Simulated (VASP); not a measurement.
# Ti (Cmme) in VASP: single point with r2SCAN

Aim: the single point of Ti with r2SCAN.

All numbers are computed with VASP 6.6.1; they aren't measurements. Logs are shortened: lines on timing, memory, paths and dates and some standing lists are left out, and cuts for length are marked.

**1. The cell of the first run**

Symmetry: Cmme, No. 67, orthorhombic system. Conventional cell: a = 3.282 Å, b = 4.641 Å, c = 4.641 Å, α = 90.00°, β = 90.00°, γ = 90.00°. Within 3.6 Å of Ti (site symmetry mm2) lie 14 Ti at 2.72 to 3.39 Å.

**2. Single point, r2SCAN (atoms displaced along a vibrational mode)**

Contents of POSCAR:

```
Ti
1.0
   -1.6410000000      1.6410000000      1.6410000000
    1.6410000000     -1.6410000000      1.6410000000
    3.2820000000      3.2820000000      0.0000000000
Ti
2
Direct
    0.0000000000      0.0000000000      0.0161587473
    0.5000000000      0.5000000000      0.4838412527
```

Contents of INCAR.step1:

```
SYSTEM = Ti
PREC = Accurate ; ENCUT = 520
ISMEAR = 0 ; SIGMA = 0.15
LREAL = .FALSE. ; LASPH = .TRUE.
NELM = 80 ; NBANDS = 19
GGA = PE ; ALGO = Normal
EDIFF = 1E-4 ; LWAVE = .TRUE.
LCHARG = .FALSE.
```

Contents of INCAR.step2:

```
SYSTEM = Ti
PREC = Accurate ; ENCUT = 520
EDIFF = 1E-6 ; ISMEAR = 0
SIGMA = 0.15 ; LREAL = .FALSE.
LASPH = .TRUE. ; NELM = 80
ALGO = Normal ; ISIF = 2
LWAVE = .FALSE. ; LCHARG = .FALSE.
METAGGA = R2SCAN ; LMIXTAU = .TRUE.
NBANDS = 19 ; ISTART = 1
```

Contents of KPOINTS:

```
regular mesh
0
G
  18 18 10
  0 0 0
```

Potentials or basis: VASP PAW PBE potentials, release 64 (Ti_sv).

On the command line:

```bash
> cat potpaw_PBE.64/Ti_sv/POTCAR > POTCAR
> cp INCAR.step1 INCAR
> mpirun -np 1 vasp_std > vasp.out
> cp INCAR.step2 INCAR
> mpirun -np 1 vasp_std > vasp.out
```

OUTCAR:

```text
SYSTEM = Ti
   PREC = Accurate
   ENCUT = 520
   EDIFF = 1E-6
   ISMEAR = 0
   LREAL = .FALSE.
   LASPH = .TRUE.
   NELM = 80
   ISIF = 2
   METAGGA = R2SCAN
   ISTART = 1

 ion  position               nearest neighbor table
   1  0.000  0.000  0.016-   2 2.72   2 2.72
   2  0.500  0.500  0.484-   1 2.72   1 2.72

  LATTYP: Found a base centered orthorhombic cell.
 ALAT       =     3.2820000000
 B/A-ratio  =     1.4142135624
 C/A-ratio  =     1.4142135624

  Lattice vectors:

 A1 = (  -1.6410000000,   1.6410000000,   1.6410000000)
 A2 = (   1.6410000000,  -1.6410000000,   1.6410000000)
 A3 = (   3.2820000000,   3.2820000000,   0.0000000000)

Analysis of symmetry for initial positions (statically):
=====================================================================
 Subroutine PRICEL returns:
 Original cell was already a primitive cell.

 Routine SETGRP: Setting up the symmetry group for a
 base centered orthorhombic supercell.

 Subroutine GETGRP returns: Found  8 space group operations
 (whereof  4 operations were pure point group operations)
 out of a pool of  8 trial point group operations.

The static configuration has the point symmetry C_2v.
 The point group associated with its full space group is D_2h.

Analysis of symmetry for dynamics (positions and initial velocities):
=====================================================================
 Subroutine PRICEL returns:
 Original cell was already a primitive cell.

 Routine SETGRP: Setting up the symmetry group for a
 base centered orthorhombic supercell.

 Subroutine GETGRP returns: Found  8 space group operations
 (whereof  4 operations were pure point group operations)
 out of a pool of  8 trial point group operations.

The dynamic configuration has the point symmetry C_2v.
 The point group associated with its full space group is D_2h.

 Subroutine INISYM returns: Found  8 space group operations
 (whereof  4 operations are pure point group operations),
 and found     1 'primitive' translations

----------------------------------------------------------------------------------------

                                     Primitive cell

  volume of cell :      35.3521

  direct lattice vectors                    reciprocal lattice vectors
    -1.641000000  1.641000000  1.641000000    -0.152346130  0.152346130  0.304692261
     1.641000000 -1.641000000  1.641000000     0.152346130 -0.152346130  0.304692261
[... 83 lines left out ...]
   ENCUT  =  520.0 eV  38.22 Ry    6.18 a.u.   5.28  5.28  8.63*2*pi/ulx,y,z
   NELM   =     80;   NELMIN=  2; NELMDL=  0     # of ELM steps
   EDIFF  = 0.1E-05   stopping-criterion for ELM
   LREAL  =      F    real-space projection
   EDIFFG = 0.1E-04   stopping-criterion for IOM
   NSW    =      0    number of steps for IOM
   IBRION =     -1    ionic relax: 0-MD 1-quasi-New 2-CG
   NFREE  =      0    steps in history (QN), initial steepest desc. (CG)
   ISIF   =      2    stress and relaxation
   ISYM   =      2    0-nonsym 1-usesym 2-fastsym
   POTIM  = 0.5000    time-step for ionic-motion
   TEBEG  =    0.0;   TEEND  =   0.0 temperature during run
   PSTRESS=    0.0 pullay stress
   NELECT =      24.0000    total number of electrons
   NUPDOWN=      -1.0000    fix difference up-down
   EMIN   =  10.00;   EMAX   =-10.00  energy-range for DOS
   EFERMI =   0.00;   METHOD = LEGACY
   ISMEAR =     0;   SIGMA  =   0.15  broadening in eV -4-tet -1-fermi 0-gaus
   EFERMI_NEDOS =   21; number of points for ismear=-14 and -15
   IALGO  =     38    algorithm
   IMIX   =      4    mixing-type and parameters
     AMIX     =   0.40;   BMIX     =  1.00
     AMIX_MAG =   1.60;   BMIX_MAG =  1.00
  volume/ion in A,a.u.               =      17.68       119.28
  Fermi-wavevector in a.u.,A,eV,Ry     =   1.438821  2.718977 28.166848  2.070205
  Thomas-Fermi vector in A             =   2.557745
   LORBIT       =      0    0 simple, 1 ext, 2 COOP (PROOUT), +10 PAW based schemes
   METAGGA = R2SCAN    functional components
   LHFCALC =     F    Hartree Fock is set to
   AEXX    =    0.0000 exact exchange contribution
   IVDW    =     0    specifies the selected vdW correction
   LEPSILON=     F    determine dielectric tensor
   LRPA    =     F    only Hartree local field effects (RPA)
 non-spin polarized calculation
 Gauss-broadening in eV      SIGMA  =   0.15
  energy-cutoff  :      520.00
  volume of cell :       35.35
 maximum number of plane-waves:       966
 NGX is ok and might be reduce to    24
   NGX = 11   NGY = 11   NGZ = 17

 number of electron      23.9999997 magnetization

 Free energy of the ion-electron system (eV)
  ---------------------------------------------------
  ext. energy  EPLUGINS =         0.00000000
  ---------------------------------------------------
  free energy    TOTEN  =       -25.62556634 eV

  energy without entropy =      -25.57698096  energy(sigma->0) =      -25.60127365

 E-fermi :   7.9238     XC(G=0): -12.2984

 val. band max:        7.9232931081   @ k =  -0.4444   0.1111   0.0000
 cond. band min:       7.9247610047   @ k =  -0.1667   0.1111   0.5000
 fundamental gap:      0.0014678966
 Fermi energy:         7.9237684730

 k-point     1 :       0.0000    0.0000    0.0000
  band No.  band energies     occupation
      1     -51.0079      2.00000
      2     -50.8657      2.00000
      3     -26.4940      2.00000
      4     -26.0451      2.00000
      5     -25.8310      2.00000
      6     -25.8267      2.00000
[... 505 lines left out ...]
      6     -25.9016      2.00000
[... 11 lines left out ...]
     18      10.7463      0.00000
     19      11.5026      0.00000

 [... further k-points ...]

------------------------ aborting loop because EDIFF is reached ----------------------------------------

  FORCE on cell =-STRESS in cart. coord.  units (eV):
  Direction    XX          YY          ZZ          XY          YZ          ZX
  --------------------------------------------------------------------------------------
  -------------------------------------------------------------------------------------
  Total       -0.4468545     -0.4468545     -0.3303503      0.2727746     -0.0000000      0.0000000
  in kB      -20.2516750    -20.2516750    -14.9716448     12.3622877     -0.0000000      0.0000000
  external PRESSURE =     -18.4916650 kB  Pullay stress =       0.0000000 kB

 VOLUME and BASIS-vectors are now :
 -----------------------------------------------------------------------------
  energy-cutoff  :      520.00
  volume of cell :       35.35
      direct lattice vectors                 reciprocal lattice vectors
    -1.641000000  1.641000000  1.641000000    -0.152346130  0.152346130  0.304692261
     1.641000000 -1.641000000  1.641000000     0.152346130 -0.152346130  0.304692261
     3.282000000  3.282000000  0.000000000     0.152346130  0.152346130  0.000000000

 POSITION                                       TOTAL-FORCE (eV/Angst)
 -----------------------------------------------------------------------------------
      0.05303      0.05303      0.00000        -0.199135     -0.199135      0.000000
      1.58797      1.58797      1.64100         0.199135      0.199135      0.000000
 -----------------------------------------------------------------------------------
    total drift:                               -0.000000      0.000000     -0.000000

  FREE ENERGIE OF THE ION-ELECTRON SYSTEM (eV)
  ---------------------------------------------------
  free  energy   TOTEN  =       -25.6255663441 eV

  energy  without entropy=      -25.5769809558  energy(sigma->0) =      -25.60127365
```

OSZICAR.step1:

```text
N       E                     dE             d eps       ncg     rms          rms(c)
DAV:   1     0.254653581260E+03    0.25465E+03   -0.12448E+04 20780   0.156E+03
DAV:   2     0.778790532069E+01   -0.24687E+03   -0.24300E+03 21170   0.439E+02
DAV:   3    -0.166589507591E+02   -0.24447E+02   -0.24092E+02 38391   0.119E+02
DAV:   4    -0.175237448335E+02   -0.86479E+00   -0.86231E+00 24886   0.218E+01
DAV:   5    -0.175625995749E+02   -0.38855E-01   -0.38849E-01 29987   0.351E+00    0.116E+01
DAV:   6    -0.154238920142E+02    0.21387E+01   -0.84959E+00 23961   0.285E+01    0.271E+00
DAV:   7    -0.154274004533E+02   -0.35084E-02   -0.53192E-01 30058   0.489E+00    0.194E+00
DAV:   8    -0.154464793373E+02   -0.19079E-01   -0.10177E-01 23520   0.359E+00    0.348E-01
DAV:   9    -0.154470948710E+02   -0.61553E-03   -0.16427E-02 30707   0.109E+00    0.118E-01
DAV:  10    -0.154474602190E+02   -0.36535E-03   -0.13268E-03 28596   0.280E-01    0.267E-02
DAV:  11    -0.154474416839E+02    0.18535E-04   -0.99236E-05 13946   0.100E-01
   1 F= -.15447442E+02 E0= -.15421929E+02  d E =-.510251E-01
```

It took 38 min on 1 thread of Oxide Virtual Turin-like, shared host; peak memory 0.36 GiB.

What came out:

| Quantity | Value |
| --- | --- |
| Free energy | -25.6256 eV |
| Pressure | -1.8 GPa |
| Largest force | 0.282 eV/Å |
| Band gap on the k mesh | zero (bands 12 and 13 overlap by 1.27 eV) |

Forces on the atoms (eV/Å):
```
Ti  -0.199 -0.199  0.000
Ti   0.199  0.199  0.000
```

Stress tensor (GPa, compression positive):
```
-2.03  1.24  0.00
 1.24 -2.03  0.00
 0.00  0.00 -1.50
```

Levels at points of the mesh, in eV from the Fermi level:
```
           k point  band 10  band 11  band 12  band 13  band 14  band 15
(0.00, 0.00, 0.00)    -2.56    -0.35     0.66     1.11     1.16     1.45
(0.50, 0.00, 0.00)    -1.89    -0.58    -0.58     0.00     0.00     2.70
(0.50, 0.50, 0.00)    -2.22    -2.19    -0.32     0.94     2.92     3.20
(0.00, 0.00, 0.50)    -4.30    -0.01     0.12     0.58     1.06     2.15
(0.50, 0.00, 0.50)    -2.52    -0.30    -0.30     0.94     0.94     2.88
(0.50, 0.50, 0.50)    -1.60    -1.35    -0.91     0.93     1.76     1.81
```

Caveat: the cell differs from its parent crystal (atoms displaced along a vibrational mode); the PAW data sets were made with another functional, which shifts forces and pressure a little.
